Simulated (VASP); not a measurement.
Input of a VASP 6.6.1 run:

The input POSCAR:

```
MoS2
1.0
    3.1841260822      0.0000000000      0.0000000000
   -1.5920630411      2.7575340760      0.0000000000
    0.0000000000      0.0000000000     17.3345999500
Mo S
1 2
Direct
    0.0000000000      0.0000000000      0.0000000000
    0.3333333333      0.6666666667      0.9105070200
    0.3333333333      0.6666666667      0.0894929800
```

Contents of INCAR.step1:

```
PREC = Accurate
ENCUT = 520
ISMEAR = -1
SIGMA = 0.05
LREAL = F
LASPH = T
NELM = 100
NBANDS = 20
GGA = PE
ALGO = Normal
EDIFF = 1E-4
LWAVE = T
LCHARG = F
```

INCAR.step2

```
PREC = Accurate
ENCUT = 520
EDIFF = 1E-7
ISMEAR = -1
SIGMA = 0.05
LREAL = F
LASPH = T
NELM = 100
ALGO = Normal
ISIF = 2
LWAVE = F
LCHARG = T
METAGGA = R2SCAN
LMIXTAU = T
LELF = T
LVHAR = T
NBANDS = 20
ISTART = 1
```

Contents of KPOINTS:

```
regular mesh
0
Gamma
  10 10 2
```

Potentials or basis: VASP PAW PBE potentials, release 64 (Mo_sv, S).

Launch:

```console
$ cat potpaw_PBE.64/Mo_sv/POTCAR potpaw_PBE.64/S/POTCAR > POTCAR
$ cp INCAR.step1 INCAR
$ mpirun -np 1 vasp_std > vasp.out
$ cp INCAR.step2 INCAR
$ mpirun -np 1 vasp_std > vasp.out
```

(1) Predict the largest force.

(2) Predict the band gap on the k mesh.

Answers

(1) 0.021 eV/Å.

(2) 1.83 eV, indirect (least direct gap 2.04 eV).

Caveat: the PAW data sets were made with another functional, which shifts forces and pressure a little.
